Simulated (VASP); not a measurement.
**Ba: single point with r2SCAN**

The system is Ba.

```
CELL_PARAMETERS angstrom
-2.51923 2.51923 2.51923
2.51923 -2.51923 2.51923
2.51923 2.51923 -2.51923
ATOMIC_POSITIONS crystal
Ba 0.00000 0.00000 0.00000
```

```yaml
Program: VASP 6.6.1
Task: single point
Functional: r2SCAN
Potentials_or_basis: VASP PAW PBE potentials, release 64 (Ba_sv)
Cutoff: 520 eV
k_mesh: 10 × 10 × 10
Occupations: fermi-dirac, width 0.1 eV
Spin: no spin polarisation
```

```yaml
Pressure: 0.2 GPa
Band_gap_on_the_k_mesh: zero (band 5 reaches 2.05 eV, above the bottom of band 6 at 1.08 eV)
```

Levels at points of the mesh, in eV from the Fermi level:
| k point | band 3 | band 4 | band 5 | band 6 | band 7 | band 8 |
| --- | --- | --- | --- | --- | --- | --- |
| (0.00, 0.00, 0.00) | -14.49 | -14.49 | -2.89 | 2.11 | 2.11 | 2.11 |
| (0.50, 0.00, 0.00) | -14.63 | -14.50 | -0.88 | 0.88 | 1.15 | 3.49 |
| (0.50, 0.50, 0.50) | -14.80 | -14.80 | -0.61 | -0.61 | 4.62 | 4.62 |

Run time: 41 s on 1 thread of Intel(R) Xeon(R) 6975P-C (Granite Rapids) (shared host), peak memory 0.2 GiB.

Caveat: the PAW data sets were made with another functional, which shifts forces and pressure a little; spin-orbit coupling is left out, which moves the levels of the heavy elements.
